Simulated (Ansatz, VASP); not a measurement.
## Rh in VASP and in Ansatz

```xyz
12
Lattice="5.3650 0.0000 0.0000 -2.6825 4.6462 0.0000 0.0000 0.0000 21.6940" Properties=species:S:1:pos:R:3 pbc="T T T"
Rh    1.3413    0.7744    4.0000
Rh    0.0000    3.0975    4.0000
Rh    4.0238    0.7744    4.0000
Rh    2.6825    3.0975    4.0000
Rh    0.0000    1.5487    6.1471
Rh   -1.3413    3.8719    6.1471
Rh    2.6825    1.5487    6.1471
Rh    1.3413    3.8719    6.1471
Rh    0.0000    0.0000    8.2940
Rh   -1.3413    2.3231    8.2940
Rh    2.6825    0.0000    8.2940
Rh    1.3413    2.3231    8.2940
```

Alike in both runs: task single point; functional PBE; dispersion D3(BJ); k mesh 6 × 6 × 1; occupations gaussian, width 0.1 eV; no spin polarisation.

```csv
,VASP,Ansatz
version,VASP 6.6.1,Ansatz 0.2.0
potentials or method,"VASP PAW PBE potentials, release 64 (Rh_pv), cutoff 520 eV","scalar-relativistic, plane waves, PAW"
valence electrons in the cell,180,204
```

VASP gave:

* gap on the k mesh at the Fermi level (eV): none
* rms of the force components (eV/Å): 0.005

Problem. What did Ansatz give for the same quantities?

Solution. gap on the k mesh at the Fermi level (eV): none; rms of the force components (eV/Å): 0.004.

Atom by atom the forces differ by 0.001 eV/Å (rms over components). A gap of «none» marks a metal or a gap that the smearing closes. VASP's potentials hold 180 valence electrons a cell and Ansatz's 204, so a difference there can come from the potentials and not from the codes.
